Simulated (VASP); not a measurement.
Input of a VASP 6.6.1 run:

INCAR

```
PREC = Accurate
ENCUT = 600
EDIFF = 1E-6
ISMEAR = -1
SIGMA = 0.05
LREAL = F
LASPH = T
NELM = 120
ALGO = Normal
ISIF = 2
LWAVE = F
LCHARG = F
GGA = PE
NBANDS = 11
GGA_COMPAT = F
```

The input KPOINTS:

```
Automatic mesh
0
Gamma
  8 8 8
```

File POSCAR:

```
MgO
1.0
    2.9380209034      0.0000000000      0.0000000000
   -1.4690104517      2.5444007392      0.0000000000
    0.0000000000      0.0000000000      2.6796800000
Mg O
1 1
Direct
    0.0000000000      0.0000000000      0.0000000000
    0.3333333333      0.6666666667      0.5000000000
```

Potentials or basis: VASP PAW PBE potentials, release 64 (Mg, O).

Launch:

```bash
$ cat potpaw_PBE.64/Mg/POTCAR potpaw_PBE.64/O/POTCAR > POTCAR
$ mpirun -np 1 vasp_std > vasp.out
```

(1) What does it give for the pressure?

(2) Predict the band gap on the k mesh.

## Answers

(1) -0.9 GPa.

(2) 3.01 eV, indirect (least direct gap 3.40 eV).
